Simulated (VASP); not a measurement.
# Y (Pm-3m) in VASP: a series of runs, part 3 of 3

VASP 6.6.1. The steps go on from the part before.

## 4. Single point, r2SCAN

This run uses another cell than the first one, of 34.49 Å³/atom, 1.010 times its volume.

Contents of POSCAR:

```
Y
1.0
    3.2550620727      0.0000000000      0.0000000000
    0.0000000000      3.2550620727      0.0000000000
    0.0000000000      0.0000000000      3.2550620727
Y
1
Direct
    0.0000000000      0.0000000000      0.0000000000
```

Contents of INCAR.step1:

```
PREC = Accurate
ENCUT = 520
ISMEAR = -1
SIGMA = 0.1
LREAL = F
LASPH = T
NELM = 100
NBANDS = 12
GGA = PE
ALGO = Normal
EDIFF = 1E-4
LWAVE = T
LCHARG = F
```

Contents of INCAR.step2:

```
PREC = Accurate
ENCUT = 520
EDIFF = 1E-6
ISMEAR = -1
SIGMA = 0.1
LREAL = F
LASPH = T
NELM = 100
ALGO = Normal
ISIF = 2
LWAVE = F
LCHARG = F
METAGGA = R2SCAN
LMIXTAU = T
NBANDS = 12
ISTART = 1
```

Contents of KPOINTS:

```
regular mesh
0
Gamma
  8 8 8
```

Potentials or basis: VASP PAW PBE potentials, release 64 (Y_sv).

Run with:

```console
cat potpaw_PBE.64/Y_sv/POTCAR > POTCAR
cp INCAR.step1 INCAR
mpirun -np 1 vasp_std > vasp.out
cp INCAR.step2 INCAR
mpirun -np 1 vasp_std > vasp.out
```

OUTCAR:

```text
PREC = Accurate
   ENCUT = 520
   EDIFF = 1E-6
   ISMEAR = -1
   LREAL = F
   LASPH = T
   NELM = 100
   ISIF = 2
   METAGGA = R2SCAN
   ISTART = 1

 ion  position               nearest neighbor table
   1  0.000  0.000  0.000-

  LATTYP: Found a simple cubic cell.
 ALAT       =     3.2550620727

  Lattice vectors:

 A1 = (   3.2550620727,   0.0000000000,   0.0000000000)
 A2 = (   0.0000000000,   3.2550620727,   0.0000000000)
 A3 = (   0.0000000000,   0.0000000000,   3.2550620727)

Analysis of symmetry for initial positions (statically):
=====================================================================
 Subroutine PRICEL returns:
 Original cell was already a primitive cell.

 Routine SETGRP: Setting up the symmetry group for a
 simple cubic supercell.

 Subroutine GETGRP returns: Found 48 space group operations
[... 9 lines left out ...]

 Routine SETGRP: Setting up the symmetry group for a
 simple cubic supercell.

 Subroutine GETGRP returns: Found 48 space group operations
[... 11 lines left out ...]
                                     Primitive cell

  volume of cell :      34.4888

  direct lattice vectors                    reciprocal lattice vectors
     3.255062073  0.000000000  0.000000000     0.307213804  0.000000000  0.000000000
     0.000000000  3.255062073  0.000000000     0.000000000  0.307213804  0.000000000
     0.000000000  0.000000000  3.255062073     0.000000000  0.000000000  0.307213804

  length of vectors
     3.255062073  3.255062073  3.255062073     0.307213804  0.307213804  0.307213804

  position of ions in fractional coordinates (direct lattice)
     0.000000000  0.000000000  0.000000000

  ion indices of the primitive-cell ions
   primitive index   ion index
                 1           1

----------------------------------------------------------------------------------------

[... 85 lines left out ...]
   EFERMI_NEDOS =   21; number of points for ismear=-14 and -15
   IALGO  =     38    algorithm
   IMIX   =      4    mixing-type and parameters
     AMIX     =   0.40;   BMIX     =  1.00
     AMIX_MAG =   1.60;   BMIX_MAG =  1.00
  volume/ion in A,a.u.               =      34.49       232.74
  Fermi-wavevector in a.u.,A,eV,Ry     =   1.118527  2.113709 17.022283  1.251103
  Thomas-Fermi vector in A             =   2.255159
   LORBIT       =      0    0 simple, 1 ext, 2 COOP (PROOUT), +10 PAW based schemes
   METAGGA = R2SCAN    functional components
   LHFCALC =     F    Hartree Fock is set to
   AEXX    =    0.0000 exact exchange contribution
   IVDW    =     0    specifies the selected vdW correction
   LEPSILON=     F    determine dielectric tensor
   LRPA    =     F    only Hartree local field effects (RPA)
 non-spin polarized calculation
  energy-cutoff  :      520.00
  volume of cell :       34.49
 maximum number of plane-waves:       952
   NGX = 13   NGY = 13   NGZ = 13

 number of electron      10.9999998 magnetization

 Free energy of the ion-electron system (eV)
  ---------------------------------------------------
  ext. energy  EPLUGINS =         0.00000000
  ---------------------------------------------------
  free energy    TOTEN  =       -19.45040349 eV

  energy without entropy =      -19.37560282  energy(sigma->0) =      -19.41300316

 E-fermi :   2.9299     XC(G=0):  -9.8201

 val. band max:        2.9243189274   @ k =   0.3750   0.1250   0.0000
 cond. band min:       2.9441451033   @ k =   0.5000   0.3750   0.0000
 fundamental gap:      0.0198261760
 Fermi energy:         2.9298895316

 k-point     1 :       0.0000    0.0000    0.0000
  band No.  band energies     occupation
      1     -41.7410      2.00000
      2     -20.7258      2.00000
      3     -20.7258      2.00000
      4     -20.7258      2.00000
      5      -1.8841      2.00000
      6       2.3276      1.99516
      7       2.3276      1.99516
      8       8.3949      0.00000
      9       8.3949      0.00000
     10       8.3949      0.00000
     11      13.5479      0.00000
     12      13.5479      0.00000
[... 331 lines left out ...]
 k-point    24 :       0.5000    0.3750    0.1250
  band No.  band energies     occupation
      1     -41.5978      2.00000
      2     -21.3551      2.00000
      3     -21.2428      2.00000
      4     -20.7068      2.00000
      5       1.2037      2.00000
      6       3.4165      0.01530
      7       4.7008      0.00000
      8       5.0112      0.00000
      9       7.1129      0.00000
     10       7.9882      0.00000
     11      10.4443      0.00000
     12      13.3380      0.00000

 [... further k-points ...]
[... 5 lines left out ...]
  --------------------------------------------------------------------------------------
  -------------------------------------------------------------------------------------
  Total        0.0026059      0.0026059      0.0026059      0.0000000     -0.0000000      0.0000000
  in kB        0.1210570      0.1210570      0.1210570      0.0000000     -0.0000000      0.0000000
  external PRESSURE =       0.1210570 kB  Pullay stress =       0.0000000 kB

 VOLUME and BASIS-vectors are now :
 -----------------------------------------------------------------------------
  energy-cutoff  :      520.00
  volume of cell :       34.49
      direct lattice vectors                 reciprocal lattice vectors
     3.255062073  0.000000000  0.000000000     0.307213804  0.000000000  0.000000000
     0.000000000  3.255062073  0.000000000     0.000000000  0.307213804  0.000000000
     0.000000000  0.000000000  3.255062073     0.000000000  0.000000000  0.307213804

 POSITION                                       TOTAL-FORCE (eV/Angst)
 -----------------------------------------------------------------------------------
      0.00000      0.00000      0.00000         0.000000      0.000000      0.000000
 -----------------------------------------------------------------------------------
    total drift:                                0.000000      0.000000      0.000000

  FREE ENERGIE OF THE ION-ELECTRON SYSTEM (eV)
  ---------------------------------------------------
  free  energy   TOTEN  =       -19.4504034929 eV

  energy  without entropy=      -19.3756028244  energy(sigma->0) =      -19.41300316
```

It took 38 s on 1 thread of Intel Xeon Platinum 8259CL at 2.50GHz (Skylake/Cascade Lake), shared host; peak memory 0.16 GiB.

What came out:

* Free energy: -19.4504 eV
* Pressure: 0.0 GPa

Levels at points of the mesh, in eV from the Fermi level:
| k point | band 3 | band 4 | band 5 | band 6 | band 7 | band 8 | band 9 | band 10 |
| --- | --- | --- | --- | --- | --- | --- | --- | --- |
| (0.00, 0.00, 0.00) | -23.66 | -23.66 | -4.81 | -0.60 | -0.60 | 5.47 | 5.47 | 5.47 |
| (0.50, 0.00, 0.00) | -23.59 | -23.59 | -1.79 | -0.33 | 0.17 | 2.90 | 2.90 | 5.73 |
| (0.50, 0.50, 0.00) | -24.28 | -23.53 | -2.10 | 0.28 | 3.48 | 3.48 | 3.55 | 3.55 |
| (0.50, 0.50, 0.50) | -24.18 | -24.18 | -0.69 | -0.69 | -0.69 | 5.63 | 7.09 | 7.09 |

Caveat: the PAW data sets were made with another functional, which shifts forces and pressure a little.

## 5. Single point, r2SCAN

This run uses another cell than the first one, of 34.83 Å³/atom, 1.020 times its volume.

Contents of POSCAR:

```
Y
1.0
    3.2658763119      0.0000000000      0.0000000000
    0.0000000000      3.2658763119      0.0000000000
    0.0000000000      0.0000000000      3.2658763119
Y
1
Direct
    0.0000000000      0.0000000000      0.0000000000
```

Contents of INCAR.step1:

```
  PREC = Accurate
  ENCUT = 520
  ISMEAR = -1
  SIGMA = 0.1
  LREAL = F
  LASPH = T
  NELM = 80
  NBANDS = 12
  GGA = PE
  ALGO = Normal
  EDIFF = 1E-4
  LWAVE = T
  LCHARG = F
```

Contents of INCAR.step2:

```
  PREC = Accurate
  ENCUT = 520
  EDIFF = 1E-6
  ISMEAR = -1
  SIGMA = 0.1
  LREAL = F
  LASPH = T
  NELM = 80
  ALGO = Normal
  ISIF = 2
  LWAVE = F
  LCHARG = F
  METAGGA = R2SCAN
  LMIXTAU = T
  NBANDS = 12
  ISTART = 1
```

Contents of KPOINTS:

```
Automatic mesh
0
Gamma
  8 8 8
```

Run with:

```console
cat potpaw_PBE.64/Y_sv/POTCAR > POTCAR
cp INCAR.step1 INCAR
mpirun -np 1 vasp_std > vasp.out
cp INCAR.step2 INCAR
mpirun -np 1 vasp_std > vasp.out
```

Wall time 32 s (1 thread of Intel Xeon Platinum 8259CL at 2.50GHz (Skylake/Cascade Lake), shared host); peak memory 0.15 GiB.

The run converged. Its results:

| Quantity | Value |
| --- | --- |
| Free energy | -19.4503 eV |
| Pressure | -0.2 GPa |

Levels at points of the mesh, in eV from the Fermi level:
```
           k point  band 4  band 5  band 6  band 7  band 8  band 9
(0.00, 0.00, 0.00)  -23.68   -4.80   -0.59   -0.59    5.41    5.41
(0.50, 0.00, 0.00)  -23.62   -1.79   -0.35    0.18    2.88    2.88
(0.50, 0.50, 0.00)  -23.56   -2.06    0.27    3.45    3.45    3.50
(0.50, 0.50, 0.50)  -24.20   -0.67   -0.67   -0.67    5.63    7.02
```

Caveat: the PAW data sets were made with another functional, which shifts forces and pressure a little.

## 6. Summary

| cell | gap on the mesh (eV) | pressure (GPa) |
| --- | --- | --- |
| a = 3.244 Å, 1 atom | none | 0.3 |
| a = 3.255 Å, 1 atom | none | 0.0 |
| a = 3.266 Å, 1 atom | none | -0.2 |

Alike in all rows: task single point; level r2SCAN; potentials or basis VASP PAW PBE potentials, release 64 (Y_sv); no spin polarisation; k mesh 8 × 8 × 8; cutoff (eV) 520; smearing fermi-dirac 0.1 eV.

Caveats: the PAW data sets were made with another functional, which shifts forces and pressure a little.

Total energies depend on the potentials used, so only differences within one code and one set of settings carry meaning.
